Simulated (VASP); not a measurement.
# InSe2 (P4/nmm) in VASP: further runs, part 2 of 2

VASP 6.6.1.

### 3 Single point, PBE (strain -0.080 along x and y, +0.080 along z)

Contents of INCAR:

```
PREC = Accurate ; ENCUT = 520
EDIFF = 1E-6 ; ISMEAR = 0
SIGMA = 0.15 ; LREAL = F
LASPH = T ; NELM = 100
ALGO = Normal ; ISIF = 2
LWAVE = F ; LCHARG = F
GGA = PE ; NBANDS = 34
```

Contents of KPOINTS:

```
Automatic mesh
0
Gamma
  12 12 6
```

Contents of POSCAR:

```
InSe2
1.0
    3.5764018108      0.0000000000      0.0000000000
    0.0000000000      3.5764018108      0.0000000000
    0.0000000000      0.0000000000     10.5111377570
In Se
2 4
Direct
    0.0000000000      0.5000000000      0.7035851637
    0.5000000000      0.0000000000      0.2964148363
    0.0000000000      0.5000000000      0.3657877574
    0.5000000000      0.0000000000      0.6342122426
    0.0000000000      0.0000000000      0.0000000000
    0.5000000000      0.5000000000      0.0000000000
```

Potentials or basis: VASP PAW PBE potentials, release 64 (In_d, Se).

Run with:

```sh
$ cat potpaw_PBE.64/In_d/POTCAR potpaw_PBE.64/Se/POTCAR > POTCAR
$ mpirun -np 1 vasp_std > vasp.out
```

OUTCAR:

```text
PREC = Accurate
   ENCUT = 520
   EDIFF = 1E-6
   ISMEAR = 0
   LREAL = F
   LASPH = T
   NELM = 100
   ISIF = 2
   GGA = PE

 ion  position               nearest neighbor table
   1  0.000  0.500  0.704-   4 2.63   4 2.63   4 2.63   4 2.63
   2  0.500  0.000  0.296-   3 2.63   3 2.63   3 2.63   3 2.63
   3  0.000  0.500  0.366-   2 2.63   2 2.63   2 2.63   2 2.63
   4  0.500  0.000  0.634-   1 2.63   1 2.63   1 2.63   1 2.63
   5  0.000  0.000  0.000-   6 2.53   6 2.53   6 2.53   6 2.53
   6  0.500  0.500  0.000-   5 2.53   5 2.53   5 2.53   5 2.53

  LATTYP: Found a simple tetragonal cell.
[... 1096 lines left out ...]
  -------------------------------------------------------------------------------------
  Total       19.0607977     19.0607977     -0.2724387      0.0000000     -0.0000000      0.0000000
  in kB      227.1482073    227.1482073     -3.2466616      0.0000000     -0.0000000      0.0000000
  external PRESSURE =     150.3499177 kB  Pullay stress =       0.0000000 kB

 VOLUME and BASIS-vectors are now :
 -----------------------------------------------------------------------------
  energy-cutoff  :      520.00
  volume of cell :      134.44
      direct lattice vectors                 reciprocal lattice vectors
     3.576401811  0.000000000  0.000000000     0.279610640  0.000000000  0.000000000
     0.000000000  3.576401811  0.000000000     0.000000000  0.279610640  0.000000000
     0.000000000  0.000000000 10.511137757     0.000000000  0.000000000  0.095137180

 POSITION                                       TOTAL-FORCE (eV/Angst)
 -----------------------------------------------------------------------------------
      0.00000      1.78820      7.39548        -0.000000     -0.000000      0.962755
      1.78820      0.00000      3.11566         0.000000      0.000000     -0.962755
      0.00000      1.78820      3.84485         0.000000      0.000000      0.448962
      1.78820      0.00000      6.66629        -0.000000     -0.000000     -0.448962
      0.00000      0.00000      0.00000        -0.000000      0.000000      0.000000
      1.78820      1.78820      0.00000         0.000000     -0.000000      0.000000
 -----------------------------------------------------------------------------------
    total drift:                                0.000000      0.000000     -0.000000

  FREE ENERGIE OF THE ION-ELECTRON SYSTEM (eV)
  ---------------------------------------------------
  free  energy   TOTEN  =       -18.8548754037 eV

  energy  without entropy=      -18.8257354427  energy(sigma->0) =      -18.84030542
```

OSZICAR:

```text
N       E                     dE             d eps       ncg     rms          rms(c)
DAV:   1     0.467433548512E+03    0.46743E+03   -0.22439E+04  7624   0.164E+03
DAV:   2     0.449237451623E+02   -0.42251E+03   -0.40338E+03  7754   0.409E+02
DAV:   3    -0.159494397858E+02   -0.60873E+02   -0.58254E+02  9602   0.155E+02
DAV:   4    -0.192806145625E+02   -0.33312E+01   -0.32864E+01  9264   0.346E+01
DAV:   5    -0.193946668596E+02   -0.11405E+00   -0.11385E+00 10804   0.690E+00    0.107E+01
DAV:   6    -0.189016395271E+02    0.49303E+00   -0.66642E-01 10858   0.133E+01    0.629E+00
DAV:   7    -0.188629131501E+02    0.38726E-01   -0.56190E-01 11630   0.682E+00    0.101E+00
DAV:   8    -0.188541617436E+02    0.87514E-02   -0.11339E-01 11820   0.373E+00    0.717E-01
DAV:   9    -0.188548545382E+02   -0.69279E-03   -0.10990E-02  8792   0.463E-01    0.319E-01
DAV:  10    -0.188548786036E+02   -0.24065E-04   -0.10716E-03 10186   0.497E-01    0.155E-01
DAV:  11    -0.188548700186E+02    0.85849E-05   -0.34644E-04 12348   0.205E-01    0.337E-02
DAV:  12    -0.188548783405E+02   -0.83218E-05   -0.75215E-05 10112   0.530E-02    0.256E-02
DAV:  13    -0.188548756837E+02    0.26568E-05   -0.94000E-06  9900   0.209E-02    0.130E-02
DAV:  14    -0.188548754037E+02    0.27998E-06   -0.15799E-06  5996   0.102E-02
   1 F= -.18854875E+02 E0= -.18840305E+02  d E =-.291400E-01
```

stdout:

```text
POSCAR found type information on POSCAR InSe
 POSCAR found :  2 types and       6 ions
 scaLAPACK will be used
 LDA part: xc-table for (Slater+PW92), standard interpolation
 POSCAR, INCAR and KPOINTS ok, starting setup
 FFT: planning ... GRIDC
 FFT: planning ... GRID_SOFT
 FFT: planning ... GRID
 WAVECAR not read
 entering main loop
```

Wall time 8.4 min (1 thread of Oxide Virtual Turin-like, shared host); peak memory 0.49 GiB.

Results:

* Free energy: -18.8549 eV
* Pressure: 15.0 GPa
* Largest force: 0.963 eV/Å
* Band gap on the k mesh: zero (band 25 reaches 7.24 eV, above the bottom of band 26 at 4.44 eV)

Forces on the atoms (eV/Å):
```
In   0.000  0.000  0.963
In   0.000  0.000 -0.963
Se   0.000  0.000  0.449
Se   0.000  0.000 -0.449
Se   0.000  0.000  0.000
Se   0.000  0.000  0.000
```

Caveat: the cell differs from its parent crystal (strain -0.080 along x and y, +0.080 along z); spin-orbit coupling is left out, which moves the levels of the heavy elements.

### 4 Single point, PBE (strain +0.000 along x and y, -0.080 along z)

Contents of INCAR:

```
ALGO = Normal
EDIFF = 1E-6
ENCUT = 520
GGA = PE
ISIF = 2
ISMEAR = 0
LASPH = True
LCHARG = False
LREAL = False
LWAVE = False
NBANDS = 34
NELM = 60
PREC = Accurate
SIGMA = 0.15
```

Contents of KPOINTS:

```
k-points
0
Gamma
  12 12 6
```

POSCAR: that of step 3 with these lines changed.

```diff
@@ -2,5 +2,5 @@
 1.0
-    3.5764018108      0.0000000000      0.0000000000
-    0.0000000000      3.5764018108      0.0000000000
-    0.0000000000      0.0000000000     10.5111377570
+    3.8873932726      0.0000000000      0.0000000000
+    0.0000000000      3.8873932726      0.0000000000
+    0.0000000000      0.0000000000      8.9539321634
 In Se
```

Run with:

```sh
$ cat potpaw_PBE.64/In_d/POTCAR potpaw_PBE.64/Se/POTCAR > POTCAR
$ mpirun -np 1 vasp_std > vasp.out
```

Run time: 8.3 min. Hardware: 1 thread of Oxide Virtual Turin-like, shared host; peak memory 0.49 GiB.

The run converged. Its results:

- Free energy: -20.1348 eV
- Pressure: 3.1 GPa
- Largest force: 0.130 eV/Å
- Band gap on the k mesh: zero (band 25 reaches 6.54 eV, above the bottom of band 26 at 4.37 eV)

Forces in eV/Å, atoms in the order of the input:
```
In   0.000  0.000 -0.130
In   0.000  0.000  0.130
Se   0.000  0.000  0.043
Se   0.000  0.000 -0.043
Se   0.000  0.000  0.000
Se   0.000  0.000  0.000
```

Stress tensor (GPa, compression positive):
```
2.01 0.00 0.00
0.00 2.01 0.00
0.00 0.00 5.36
```

Levels at points of the mesh, in eV from the Fermi level:
```tsv
k point	band 22	band 23	band 24	band 25	band 26	band 27	band 28	band 29
(0.00, 0.00, 0.00)	-1.91	-1.62	-1.62	0.10	0.79	2.82	2.82	3.64
(0.50, 0.00, 0.00)	-1.94	-1.17	-1.17	-0.92	-0.92	2.14	2.14	3.25
(0.50, 0.50, 0.00)	-3.75	-1.31	-1.31	-0.69	-0.69	2.98	2.98	4.34
(0.00, 0.00, 0.50)	-1.50	-1.50	-0.38	0.09	0.99	2.45	2.82	2.82
(0.50, 0.00, 0.50)	-1.66	-0.95	-0.95	-0.56	-0.56	1.48	1.48	3.85
(0.50, 0.50, 0.50)	-3.44	-1.74	-1.74	-1.39	-1.39	4.27	4.27	4.48
```

Caveat: the cell differs from its parent crystal (strain +0.000 along x and y, -0.080 along z); spin-orbit coupling is left out, which moves the levels of the heavy elements.

### 5 Single point, PBE (strain -0.040 along x and y, +0.000 along z)

Contents of INCAR:

```
PREC = Accurate
ENCUT = 520
EDIFF = 1E-6
ISMEAR = 0
SIGMA = 0.15
LREAL = F
LASPH = T
NELM = 100
ALGO = Normal
ISIF = 2
LWAVE = F
LCHARG = T
GGA = PE
LELF = T
LVHAR = T
NBANDS = 34
```

Contents of KPOINTS:

```
Automatic mesh
0
Gamma
  12 12 6
```

POSCAR: that of step 4 with these lines changed.

```diff
@@ -2,5 +2,5 @@
 1.0
-    3.8873932726      0.0000000000      0.0000000000
-    0.0000000000      3.8873932726      0.0000000000
-    0.0000000000      0.0000000000      8.9539321634
+    3.7318975417      0.0000000000      0.0000000000
+    0.0000000000      3.7318975417      0.0000000000
+    0.0000000000      0.0000000000      9.7325349602
 In Se
```

Run with:

```sh
$ cat potpaw_PBE.64/In_d/POTCAR potpaw_PBE.64/Se/POTCAR > POTCAR
$ mpirun -np 1 vasp_std > vasp.out
```

It took 8 min on 1 thread of Oxide Virtual Turin-like, shared host; peak memory 0.48 GiB.

The run converged. Its results:

```yaml
Free_energy: -19.9859 eV
Pressure: 7.3 GPa
Largest_force: 0.400 eV/Å
Band_gap_on_the_k_mesh: zero (band 25 reaches 6.90 eV, above the bottom of band 26 at 4.35 eV)
```

Forces in eV/Å, atoms in the order of the input:
```
In   0.000  0.000  0.400
In   0.000  0.000 -0.400
Se   0.000  0.000  0.132
Se   0.000  0.000 -0.132
Se   0.000  0.000  0.000
Se   0.000  0.000  0.000
```

Stress tensor (GPa, compression positive):
```
10.08  0.00  0.00
 0.00 10.08  0.00
 0.00  0.00  1.62
```

Levels at points of the mesh, in eV from the Fermi level:
```csv
k point,band 23,band 24,band 25,band 26,band 27,band 28
"(0.00, 0.00, 0.00)",-2.07,-1.72,0.45,0.46,3.05,3.55
"(0.50, 0.00, 0.00)",-1.23,-1.23,-1.05,-1.05,1.77,1.77
"(0.50, 0.50, 0.00)",-1.78,-1.78,-1.35,-1.35,2.46,2.46
"(0.00, 0.00, 0.50)",-2.02,-1.11,0.44,0.46,1.90,3.38
"(0.50, 0.00, 0.50)",-1.23,-1.23,-1.06,-1.06,1.08,1.08
"(0.50, 0.50, 0.50)",-1.95,-1.95,-1.67,-1.67,3.23,3.23
```

Caveat: the cell differs from its parent crystal (strain -0.040 along x and y, +0.000 along z); spin-orbit coupling is left out, which moves the levels of the heavy elements.

### 6 Overview

| cell | gap on the mesh (eV) | pressure (GPa) | largest force (eV/Å) |
| --- | --- | --- | --- |
| a = 4.198, b = 4.198, c = 9.343 Å, 6 atoms | none | -6.4 | 0.46 |
| a = 3.576, b = 3.576, c = 10.511 Å, 6 atoms | none | 15.0 | 0.96 |
| a = 3.887, b = 3.887, c = 8.954 Å, 6 atoms | none | 3.1 | 0.13 |
| a = 3.732, b = 3.732, c = 9.733 Å, 6 atoms | none | 7.3 | 0.40 |

Alike in all rows: task single point; level PBE; potentials or basis VASP PAW PBE potentials, release 64 (In_d, Se); no spin polarisation; k mesh 12 × 12 × 6; cutoff (eV) 520; smearing gaussian 0.15 eV.

Caveats: spin-orbit coupling is left out, which moves the levels of the heavy elements.

Absolute energies hang on the potentials; compare differences alone.
